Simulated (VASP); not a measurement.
Wanted: the native input for a VASP 6.6.1 run.

- Task: single point
- Functional: PBE
- Potentials or basis: VASP PAW PBE potentials, release 64 (Lu, S, Na_pv)
- Cutoff: 520 eV
- k mesh: 3 × 3 × 3
- Occupations: methfessel-paxton, width 0.15 eV
- Spin: no spin polarisation
- Dipole correction: no
- Further INCAR settings: ALGO = Normal; EDIFF = 1e-06; NBANDS = 54

The structure of NaLuS2 lies in POSCAR:

```
NaLuS2
1.0
    5.9430640000      0.5272220000     -0.3355130000
    0.2540320000      5.5476060000     -1.1108120000
    1.3159260000     -0.1964720000      5.3574300000
Lu S Na
2 4 2
Direct
    0.1374711645      0.9852440240      0.3191217146
    0.9333070054      0.4770249418      0.0931451578
    0.1257954040      0.4770587692      0.6288641380
    0.2924800480      0.8519392844      0.8067684018
    0.4736437169      0.3766677081      0.0894194856
    0.6268206703      0.8851133191      0.3981056178
    0.6957352149      0.9264347203      0.9086369796
    0.6809095477      0.3614438452      0.6611554730
```

The input as run:

INCAR

```
PREC = Accurate
ENCUT = 520
EDIFF = 1E-6
ISMEAR = 1
SIGMA = 0.15
LREAL = False
LASPH = True
NELM = 100
ALGO = Normal
ISIF = 2
LWAVE = False
LCHARG = True
GGA = PE
LELF = True
LVHAR = True
NBANDS = 54
```

KPOINTS

```
regular mesh
0
Gamma
  3 3 3
```

Potentials or basis: VASP PAW PBE potentials, release 64 (Lu, S, Na_pv).

Command:

```console
$ cat potpaw_PBE.64/Lu/POTCAR potpaw_PBE.64/S/POTCAR potpaw_PBE.64/Na_pv/POTCAR > POTCAR
$ mpirun -np 1 vasp_std > vasp.out
```

It gave:

| Property | Result |
| --- | --- |
| Pressure | -0.6 GPa |
| Largest force | 2.859 eV/Å |
| Band gap on the k mesh | 0.21 eV (least direct gap 0.37 eV) |

Caveat: spin-orbit coupling is left out, which moves the levels of the heavy elements.

Run time: 2 min on 1 thread of Intel(R) Xeon(R) Platinum 8559C (Emerald Rapids), on a shared host, peak memory 0.33 GiB.
